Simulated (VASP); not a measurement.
Input of a VASP 6.6.1 run:

The input INCAR:

```
SYSTEM = Si
ALGO     = Normal         ! electronic algorithm
DIPOL    = 0.5 0.5 0.383
EDIFF    = 1E-6           ! SCF threshold, eV
ENCUT    = 520            ! plane-wave cutoff, eV
GGA      = PE             ! functional
IDIPOL   = 3            
ISIF     = 2              ! what is computed and relaxed
ISMEAR   = 0              ! smearing method
IVDW     = 12             ! dispersion correction
LASPH    = .True.         ! aspherical terms in the spheres
LCHARG   = .False.        ! write CHGCAR
LDIPOL   = .True.       
LREAL    = .False.        ! projectors in reciprocal space
LWAVE    = .False.        ! write WAVECAR
NBANDS   = 16             ! bands
NELM     = 100            ! most SCF steps
PREC     = Accurate       ! precision mode
SIGMA    = 0.1            ! smearing width, eV
```

The input KPOINTS:

```
k-points
0
Gamma
  9 9 1
  0 0 0
```

The input POSCAR:

```
Si
1.0
    3.8475254770      0.0000000000      0.0000000000
   -1.9237627385      3.3320548047      0.0000000000
    0.0000000000      0.0000000000     18.4415958116
Si
4
Direct
    0.3333333333      0.6666666667      0.2695427205
    0.6666666667      0.3333333333      0.2440135900
    0.5000000000      1.3333333333      0.5228178684
    0.8333333333      1.0000000000      0.4972887379
```

Potentials or basis: VASP PAW PBE potentials, release 64 (Si).

Command:

```console
$ cat potpaw_PBE.64/Si/POTCAR > POTCAR
$ mpirun -np 1 vasp_std > vasp.out
```

(1) Predict the dispersion energy per atom.

(2) What does it give for the band gap on the k mesh?

(3) Estimate the largest force.

Results:

(1) -0.234 eV.

(2) 0.21 eV, direct.

(3) 0.115 eV/Å.
